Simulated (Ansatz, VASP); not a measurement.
**C in VASP and in Ansatz**

```
CELL_PARAMETERS angstrom
0.00000 1.85028 1.85028
1.78340 0.06688 1.78340
1.78340 1.78340 0.06688
ATOMIC_POSITIONS crystal
C 0.50000 0.50000 0.50000
C 0.75000 0.75000 0.75000
```

Change from the starting cell: strain +0.0750 x Voigt [0, 0, 0, 1, 0, 0], atoms carried along.

Alike in both runs: task single point; functional r2SCAN; k mesh 12 × 12 × 12; occupations gaussian, width 0.05 eV; no spin polarisation.

|  | VASP | Ansatz |
| --- | --- | --- |
| version | VASP 6.6.1 | Ansatz 0.2.0 |
| potentials or method | VASP PAW PBE potentials, release 64 (C), cutoff 520 eV | scalar-relativistic, plane waves, PAW |
| valence electrons in the cell | 8 | 8 |

```tsv
	VASP	Ansatz	Ansatz less VASP
gap on the k mesh at the Fermi level (eV)	3.52	3.54	+0.021
least direct gap on the mesh (eV)	4.66	4.70	+0.040
pressure (GPa)	1.7	0.6	-1.12
traceless stress, the component that is largest in VASP (GPa)	-44.09	-43.79	+0.298
rms of the force components (eV/Å)	0.102	0.086	-0.0162
```

VASP's potentials were made for PBE, not for r2SCAN. Atom by atom the forces differ by 0.016 eV/Å (rms over components). The functional is the same, so the differences come from potentials, cutoffs and numerics.
